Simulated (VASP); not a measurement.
# WS2 (Tungstenite) (P6_3/mmc) in VASP: further runs, part 2 of 2

VASP 6.6.1.

### Step 4. Single point, LDA (in-plane strain +0.005, then relaxed in part)

File INCAR:

```
PREC = Accurate
ENCUT = 520
EDIFF = 1E-7
ISMEAR = 0
SIGMA = 0.01
LREAL = False
LASPH = True
NELM = 80
ALGO = Normal
ISIF = 2
LWAVE = False
LCHARG = True
LELF = True
LVHAR = True
NBANDS = 35
```

File KPOINTS:

```
Automatic mesh
0
Gamma
  6 6 2
```

File POSCAR:

```
WS2
1.0
    3.1424575241      0.0000000000      0.0000000000
   -1.5712287620      2.7214480462      0.0000000000
    0.0000000000      0.0000000000     12.1279715126
W S
2 4
Direct
    0.3333333333      0.6666666667      0.2500000000
    0.6666666667      0.3333333333      0.7500000000
    0.3333333333      0.6666666667      0.6216682972
    0.6666666667      0.3333333333      0.1216682972
    0.3333333333      0.6666666667      0.8783317028
    0.6666666667      0.3333333333      0.3783317028
```

Potentials or basis: VASP PAW LDA potentials, release 64 (W_sv, S).

The run is started by

```bash
$ cat potpaw_LDA.64/W_sv/POTCAR potpaw_LDA.64/S/POTCAR > POTCAR
$ mpirun -np 1 vasp_std > vasp.out
```

OUTCAR:

```text
PREC = Accurate
   ENCUT = 520
   EDIFF = 1E-7
   ISMEAR = 0
   LREAL = False
   LASPH = True
   NELM = 80
   ISIF = 2

 ion  position               nearest neighbor table
   1  0.333  0.667  0.250-   4 2.39   6 2.39   4 2.39   6 2.39   4 2.39   6 2.39
   2  0.667  0.333  0.750-   3 2.39   5 2.39   3 2.39   5 2.39   3 2.39   5 2.39
   3  0.333  0.667  0.622-   2 2.39   2 2.39   2 2.39
   4  0.667  0.333  0.122-   1 2.39   1 2.39   1 2.39
   5  0.333  0.667  0.878-   2 2.39   2 2.39   2 2.39
   6  0.667  0.333  0.378-   1 2.39   1 2.39   1 2.39

  LATTYP: Found a hexagonal cell.
 ALAT       =     3.1424575241
 C/A-ratio  =     3.8593907538

  Lattice vectors:

 A1 = (   3.1424575241,   0.0000000000,   0.0000000000)
 A2 = (  -1.5712287620,   2.7214480462,   0.0000000000)
 A3 = (   0.0000000000,   0.0000000000,  12.1279715126)

Analysis of symmetry for initial positions (statically):
=====================================================================
 Subroutine PRICEL returns:
 Original cell was already a primitive cell.

 Routine SETGRP: Setting up the symmetry group for a
 hexagonal supercell.

 Subroutine GETGRP returns: Found 24 space group operations
 (whereof 12 operations were pure point group operations)
 out of a pool of 24 trial point group operations.

The static configuration has the point symmetry D_3d.
 The point group associated with its full space group is D_6h.

Analysis of symmetry for dynamics (positions and initial velocities):
=====================================================================
 Subroutine PRICEL returns:
 Original cell was already a primitive cell.

 Routine SETGRP: Setting up the symmetry group for a
 hexagonal supercell.

[... 118 lines left out ...]
   EFERMI_NEDOS =   21; number of points for ismear=-14 and -15
   IALGO  =     38    algorithm
   IMIX   =      4    mixing-type and parameters
     AMIX     =   0.40;   BMIX     =  1.00
     AMIX_MAG =   1.60;   BMIX_MAG =  1.00
  volume/ion in A,a.u.               =      17.29       116.65
  Fermi-wavevector in a.u.,A,eV,Ry     =   1.300539  2.457662 23.012919  1.691402
  Thomas-Fermi vector in A             =   2.431731
   LORBIT       =      0    0 simple, 1 ext, 2 COOP (PROOUT), +10 PAW based schemes
   GGA     = CA    functional components
   LHFCALC =     F    Hartree Fock is set to
   AEXX    =    0.0000 exact exchange contribution
   IVDW    =     0    specifies the selected vdW correction
   LEPSILON=     F    determine dielectric tensor
   LRPA    =     F    only Hartree local field effects (RPA)
 non-spin polarized calculation
 Gauss-broadening in eV      SIGMA  =   0.01
  energy-cutoff  :      520.00
  volume of cell :      103.72
 maximum number of plane-waves:      2812
 NGX is ok and might be reduce to    24
   NGX = 11   NGY = 11   NGZ = 45

 number of electron      51.9999991 magnetization

 Free energy of the ion-electron system (eV)
  ---------------------------------------------------
  ext. energy  EPLUGINS =         0.00000000
  ---------------------------------------------------
  free energy    TOTEN  =       -52.51942713 eV

  energy without entropy =      -52.51942713  energy(sigma->0) =      -52.51942713

 E-fermi :   7.7993     XC(G=0): -11.3833

 val. band max:        7.7296326042   @ k =   0.0000   0.0000   0.0000
 cond. band min:       8.5687067005   @ k =   0.1667   0.1667   0.0000
 fundamental gap:      0.8390740963
 Fermi energy:         7.7992870633

 k-point     1 :       0.0000    0.0000    0.0000
  band No.  band energies     occupation
      1     -66.4835      2.00000
      2     -66.4835      2.00000
      3     -31.0357      2.00000
      4     -31.0356      2.00000
      5     -30.8306      2.00000
      6     -30.8306      2.00000
[... 521 lines left out ...]
     34      12.5174      0.00000
     35      14.2414      0.00000

------------------------ aborting loop because EDIFF is reached ----------------------------------------

  FORCE on cell =-STRESS in cart. coord.  units (eV):
  Direction    XX          YY          ZZ          XY          YZ          ZX
  --------------------------------------------------------------------------------------
  -------------------------------------------------------------------------------------
  Total       -0.7525835     -0.7525835      0.2611759     -0.0000000      0.0000000      0.0000000
  in kB      -11.6253924    -11.6253924      4.0344662     -0.0000000      0.0000000      0.0000000
  external PRESSURE =      -6.4054395 kB  Pullay stress =       0.0000000 kB

 VOLUME and BASIS-vectors are now :
 -----------------------------------------------------------------------------
  energy-cutoff  :      520.00
  volume of cell :      103.72
      direct lattice vectors                 reciprocal lattice vectors
     3.142457524  0.000000000  0.000000000     0.318222281  0.183725719  0.000000000
    -1.571228762  2.721448046  0.000000000     0.000000000  0.367451439  0.000000000
     0.000000000  0.000000000 12.127971513     0.000000000  0.000000000  0.082454020

 POSITION                                       TOTAL-FORCE (eV/Angst)
 -----------------------------------------------------------------------------------
     -0.00000      1.81430      3.03199         0.000000      0.000000      0.000000
      1.57123      0.90715      9.09598        -0.000000     -0.000000      0.000000
     -0.00000      1.81430      7.53958         0.000000      0.000000     -0.047488
      1.57123      0.90715      1.47559        -0.000000      0.000000     -0.047488
     -0.00000      1.81430     10.65238         0.000000      0.000000      0.047488
      1.57123      0.90715      4.58840        -0.000000     -0.000000      0.047488
 -----------------------------------------------------------------------------------
    total drift:                               -0.000000      0.000000     -0.000000

  FREE ENERGIE OF THE ION-ELECTRON SYSTEM (eV)
  ---------------------------------------------------
  free  energy   TOTEN  =       -52.5194271324 eV

  energy  without entropy=      -52.5194271324  energy(sigma->0) =      -52.51942713
```

Run time: 42 s. Hardware: 1 thread of Intel Xeon Platinum 8375C at 2.90GHz (Ice Lake), shared host; peak memory 0.2 GiB.

What came out:

| Quantity | Value |
| --- | --- |
| Free energy | -52.5194 eV |
| Pressure | -0.6 GPa |
| Largest force | 0.047 eV/Å |
| Band gap on the k mesh | 0.84 eV, indirect (least direct gap 1.82 eV) |

Forces on the atoms (eV/Å):
```
W    0.000  0.000  0.000
W    0.000  0.000  0.000
S    0.000  0.000 -0.047
S    0.000  0.000 -0.047
S    0.000  0.000  0.047
S    0.000  0.000  0.047
```

Stress tensor (GPa, compression positive):
```
-1.16  0.00  0.00
 0.00 -1.16  0.00
 0.00  0.00  0.40
```

Caveat: the cell differs from its parent crystal (in-plane strain +0.005, then relaxed in part); spin-orbit coupling is left out, which moves the levels of the heavy elements.

### Step 5. Single point, LDA (in-plane strain +0.005)

File INCAR:

```
SYSTEM = WS2
ALGO     = Normal         ! electronic algorithm
EDIFF    = 1E-6           ! SCF threshold, eV
ENCUT    = 520            ! plane-wave cutoff, eV
ISIF     = 2              ! what is computed and relaxed
ISMEAR   = 0              ! smearing method
LASPH    = .TRUE.         ! aspherical terms in the spheres
LCHARG   = .TRUE.         ! write CHGCAR
LELF     = .TRUE.         ! ELF
LREAL    = .FALSE.        ! projectors in reciprocal space
LVHAR    = .TRUE.       
LWAVE    = .FALSE.        ! write WAVECAR
NBANDS   = 35             ! bands
NELM     = 60             ! most SCF steps
PREC     = Accurate       ! precision mode
SIGMA    = 0.01           ! smearing width, eV
```

File KPOINTS:

```
k-points
0
G
  6 6 2
  0 0 0
```

File POSCAR:

```
WS2
1.0
    3.1424575241      0.0000000000      0.0000000000
   -1.5712287620      2.7214480462      0.0000000000
    0.0000000000      0.0000000000     12.1227099959
W S
2 4
Direct
    0.3333333333      0.6666666667      0.2500000000
    0.6666666667      0.3333333333      0.7500000000
    0.3333333333      0.6666666667      0.6215353982
    0.6666666667      0.3333333333      0.1215353982
    0.3333333333      0.6666666667      0.8784646018
    0.6666666667      0.3333333333      0.3784646018
```

The run is started by

```bash
$ cat potpaw_LDA.64/W_sv/POTCAR potpaw_LDA.64/S/POTCAR > POTCAR
$ mpirun -np 1 vasp_std > vasp.out
```

It took 38 s on 1 thread of Intel Xeon Platinum 8375C at 2.90GHz (Ice Lake), shared host; peak memory 0.19 GiB.

It converged, with:

- Free energy: -52.5196 eV
- Pressure: -0.7 GPa
- Largest force: 0.027 eV/Å
- Band gap on the k mesh: 0.84 eV, indirect (least direct gap 1.82 eV)

Forces on the atoms (eV/Å):
```
W    0.000  0.000  0.000
W    0.000  0.000  0.000
S    0.000  0.000 -0.027
S    0.000  0.000 -0.027
S    0.000  0.000  0.027
S    0.000  0.000  0.027
```

Stress tensor (GPa, compression positive):
```
-1.23  0.00  0.00
 0.00 -1.23  0.00
 0.00  0.00  0.25
```

Levels at points of the mesh, in eV from the valence-band top:
| k point | band 23 | band 24 | band 25 | band 26 | band 27 | band 28 | band 29 | band 30 |
| --- | --- | --- | --- | --- | --- | --- | --- | --- |
| (0.00, 0.00, 0.00) | -2.32 | -1.42 | -1.37 | 0.00 | 2.23 | 2.23 | 2.24 | 2.24 |
| (0.50, 0.00, 0.00) | -2.06 | -1.82 | -1.82 | -1.61 | 2.21 | 2.27 | 2.49 | 2.84 |
| (0.00, 0.00, 0.50) | -2.36 | -2.36 | -0.32 | -0.32 | 2.22 | 2.22 | 2.22 | 2.22 |
| (0.50, 0.00, 0.50) | -1.94 | -1.94 | -1.70 | -1.70 | 2.24 | 2.24 | 2.69 | 2.69 |

Caveat: the cell differs from its parent crystal (in-plane strain +0.005); spin-orbit coupling is left out, which moves the levels of the heavy elements.

### Step 6. Single point, LDA (in-plane strain +0.01, then relaxed in part)

File INCAR:

```
SYSTEM = WS2
  PREC = Accurate
  ENCUT = 520
  EDIFF = 1E-6
  ISMEAR = 0
  SIGMA = 0.01
  LREAL = .False.
  LASPH = .True.
  NELM = 100
  ALGO = Normal
  ISIF = 2
  LWAVE = .False.
  LCHARG = .False.
  GGA = CA
  NBANDS = 35
```

File KPOINTS:

```
regular mesh
0
Gamma
  6 6 2
  0 0 0
```

File POSCAR:

```
WS2
1.0
    3.1580916411      0.0000000000      0.0000000000
   -1.5790458205      2.7349875887      0.0000000000
    0.0000000000      0.0000000000     12.1048016420
W S
2 4
Direct
    0.3333333333      0.6666666667      0.2500000000
    0.6666666667      0.3333333333      0.7500000000
    0.3333333333      0.6666666667      0.6218906211
    0.6666666667      0.3333333333      0.1218906211
    0.3333333333      0.6666666667      0.8781093789
    0.6666666667      0.3333333333      0.3781093789
```

Potentials or basis: VASP PAW LDA potentials, release 64 (W_sv, S).

The run is started by

```bash
$ cat potpaw_LDA.64/W_sv/POTCAR potpaw_LDA.64/S/POTCAR > POTCAR
$ mpirun -np 1 vasp_std > vasp.out
```

OUTCAR:

```text
SYSTEM = WS2
   PREC = Accurate
   ENCUT = 520
   EDIFF = 1E-6
   ISMEAR = 0
   LREAL = .False.
   LASPH = .True.
   NELM = 100
   ISIF = 2
   GGA = CA

 ion  position               nearest neighbor table
   1  0.333  0.667  0.250-   4 2.39   6 2.39   4 2.39   6 2.39   4 2.39   6 2.39
   2  0.667  0.333  0.750-   3 2.39   5 2.39   3 2.39   5 2.39   3 2.39   5 2.39
   3  0.333  0.667  0.622-   2 2.39   2 2.39   2 2.39
   4  0.667  0.333  0.122-   1 2.39   1 2.39   1 2.39
   5  0.333  0.667  0.878-   2 2.39   2 2.39   2 2.39
   6  0.667  0.333  0.378-   1 2.39   1 2.39   1 2.39

  LATTYP: Found a hexagonal cell.
 ALAT       =     3.1580916411
 C/A-ratio  =     3.8329481908

  Lattice vectors:

 A1 = (   3.1580916411,   0.0000000000,   0.0000000000)
 A2 = (  -1.5790458205,   2.7349875887,   0.0000000000)
 A3 = (   0.0000000000,   0.0000000000,  12.1048016420)

Analysis of symmetry for initial positions (statically):
=====================================================================
 Subroutine PRICEL returns:
 Original cell was already a primitive cell.

[... 172 lines left out ...]
 cond. band min:       8.5005946614   @ k =   0.1667   0.1667   0.0000
 fundamental gap:      0.8293624873
 Fermi energy:         7.9121657393

 k-point     1 :       0.0000    0.0000    0.0000
  band No.  band energies     occupation
      1     -66.6011      2.00000
      2     -66.6011      2.00000
      3     -31.1404      2.00000
      4     -31.1403      2.00000
      5     -30.9544      2.00000
      6     -30.9544      2.00000
[... 521 lines left out ...]
     34      12.3614      0.00000
     35      14.1443      0.00000

------------------------ aborting loop because EDIFF is reached ----------------------------------------

  FORCE on cell =-STRESS in cart. coord.  units (eV):
  Direction    XX          YY          ZZ          XY          YZ          ZX
  --------------------------------------------------------------------------------------
  -------------------------------------------------------------------------------------
  Total       -1.7396821     -1.7396821      0.2583699     -0.0000000      0.0000000     -0.0000000
  in kB      -26.6589302    -26.6589302      3.9592666     -0.0000000      0.0000000     -0.0000000
  external PRESSURE =     -16.4528646 kB  Pullay stress =       0.0000000 kB

 VOLUME and BASIS-vectors are now :
 -----------------------------------------------------------------------------
  energy-cutoff  :      520.00
  volume of cell :      104.55
      direct lattice vectors                 reciprocal lattice vectors
     3.158091641  0.000000000  0.000000000     0.316646923  0.182816186  0.000000000
    -1.579045820  2.734987589  0.000000000     0.000000000  0.365632372  0.000000000
     0.000000000  0.000000000 12.104801642     0.000000000  0.000000000  0.082611845

 POSITION                                       TOTAL-FORCE (eV/Angst)
 -----------------------------------------------------------------------------------
     -0.00000      1.82333      3.02620         0.000000      0.000000      0.000000
      1.57905      0.91166      9.07860        -0.000000     -0.000000      0.000000
     -0.00000      1.82333      7.52786        -0.000000      0.000000     -0.046339
      1.57905      0.91166      1.47546        -0.000000      0.000000     -0.046339
     -0.00000      1.82333     10.62934         0.000000     -0.000000      0.046339
      1.57905      0.91166      4.57694        -0.000000      0.000000      0.046339
 -----------------------------------------------------------------------------------
    total drift:                               -0.000000      0.000000     -0.000000

  FREE ENERGIE OF THE ION-ELECTRON SYSTEM (eV)
  ---------------------------------------------------
  free  energy   TOTEN  =       -52.5064468903 eV

  energy  without entropy=      -52.5064468903  energy(sigma->0) =      -52.50644689
```

stdout:

```text
POSCAR found type information on POSCAR W S
 POSCAR found :  2 types and       6 ions
 scaLAPACK will be used
 LDA part: xc-table for (Slater(with rela. corr.)+CA(PZ))
 , standard interpolation
 POSCAR, INCAR and KPOINTS ok, starting setup
 FFT: planning ... GRIDC
 FFT: planning ... GRID_SOFT
 FFT: planning ... GRID
 WAVECAR not read
 entering main loop
```

Run time: 45 s. Hardware: 1 thread of Intel Xeon Platinum 8375C at 2.90GHz (Ice Lake), shared host; peak memory 0.19 GiB.

Results:

```
Free energy            : -52.5064 eV
Pressure               : -1.6 GPa
Largest force          : 0.046 eV/Å
Band gap on the k mesh : 0.83 eV, indirect (least direct gap 1.75 eV)
```

Forces on the atoms (eV/Å):
```
W    0.000  0.000  0.000
W    0.000  0.000  0.000
S    0.000  0.000 -0.046
S    0.000  0.000 -0.046
S    0.000  0.000  0.046
S    0.000  0.000  0.046
```

Caveat: the cell differs from its parent crystal (in-plane strain +0.01, then relaxed in part); spin-orbit coupling is left out, which moves the levels of the heavy elements.

### Step 7. The runs side by side

```csv
cell,gap on the mesh (eV),pressure (GPa),largest force (eV/Å)
"a = 3.111, b = 3.111, c = 12.196 Å, angles 90.0, 90.0, 120.0°, 6 atoms",0.87,1.6,0.08
"a = 3.127, b = 3.127, c = 12.159 Å, angles 90.0, 90.0, 120.0°, 6 atoms",0.85,0.4,0.05
"a = 3.142, b = 3.142, c = 12.128 Å, angles 90.0, 90.0, 120.0°, 6 atoms",0.84,-0.6,0.05
"a = 3.142, b = 3.142, c = 12.123 Å, angles 90.0, 90.0, 120.0°, 6 atoms",0.84,-0.7,0.03
"a = 3.158, b = 3.158, c = 12.105 Å, angles 90.0, 90.0, 120.0°, 6 atoms",0.83,-1.6,0.05
```

Alike in all rows: task single point; level LDA; potentials or basis VASP PAW LDA potentials, release 64 (W_sv, S); no spin polarisation; k mesh 6 × 6 × 2; cutoff (eV) 520; smearing gaussian 0.01 eV.

Caveats: spin-orbit coupling is left out, which moves the levels of the heavy elements.

Total energies depend on the potentials used, so only differences within one code and one set of settings carry meaning.
